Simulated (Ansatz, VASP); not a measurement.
Given: the input of a run of Ansatz 0.2.0 on CdTe.

File input.yaml:

```yaml
crystal:
  lattice:
    - [0.0, 3.205, 3.205]
    - [3.205, 0.0, 3.205]
    - [3.205, 3.205, 0.0]
  atoms:
    - { symbol: Te, position: [0.75, 0.75, 0.75] }
    - { symbol: Cd, position: [0.0, 0.0, 0.0] }
kpoints:
  mp_grid: { grid: [7, 7, 7] }
scf:
  occupations: { method: gaussian, width: 0.021 }
hamiltonian:
  xc: pbe
  pseudopotentials: { kind: all_electron, lapw: { basis_error: 0.001 } }
output:
  forces: true
  stress: true
  eigenvalues: true
```

Potentials or basis: all-electron LAPW, scalar-relativistic.

Command:

```sh
$ ansatz run input.yaml --threads 1 --pin off --max-ram 3072MiB --backend cpu --events-out ev --progress --plain --runs-dir out
```

Question: Translate it to VASP 6.6.1. Potentials there: VASP PAW PBE potentials, release 64 (Te, Cd).

Answer: As run (the cutoff follows the program's own potentials):

Contents of INCAR:

```
PREC = Accurate
ENCUT = 520
EDIFF = 1E-6
ISMEAR = 0
SIGMA = 0.020999999999999998
LREAL = F
LASPH = T
NELM = 100
ALGO = Normal
ISIF = 2
LWAVE = F
LCHARG = F
GGA = PE
NBANDS = 16
```

Contents of KPOINTS:

```
Automatic mesh
0
Gamma
  7 7 7
```

The input POSCAR:

```
CdTe
1.0
    0.0000000000      3.2050000000      3.2050000000
    3.2050000000      0.0000000000      3.2050000000
    3.2050000000      3.2050000000      0.0000000000
Te Cd
1 1
Direct
    0.7500000000      0.7500000000      0.7500000000
    0.0000000000      0.0000000000      0.0000000000
```

Potentials or basis: VASP PAW PBE potentials, release 64 (Te, Cd).

Launch:

```console
$ cat potpaw_PBE.64/Te/POTCAR potpaw_PBE.64/Cd/POTCAR > POTCAR
$ mpirun -np 1 vasp_std > vasp.out
```

Both were run:

|  | VASP | Ansatz | Ansatz less VASP |
| --- | --- | --- | --- |
| gap on the k mesh at the Fermi level (eV) | 0.87 | 0.87 | -0.001 |
| least direct gap on the mesh (eV) | 0.87 | 0.87 | -0.001 |
| pressure (GPa) | 4.4 | 4.3 | -0.14 |

Ansatz ran all-electron here, and VASP with PAW potentials.

Neither program's run includes spin-orbit coupling.
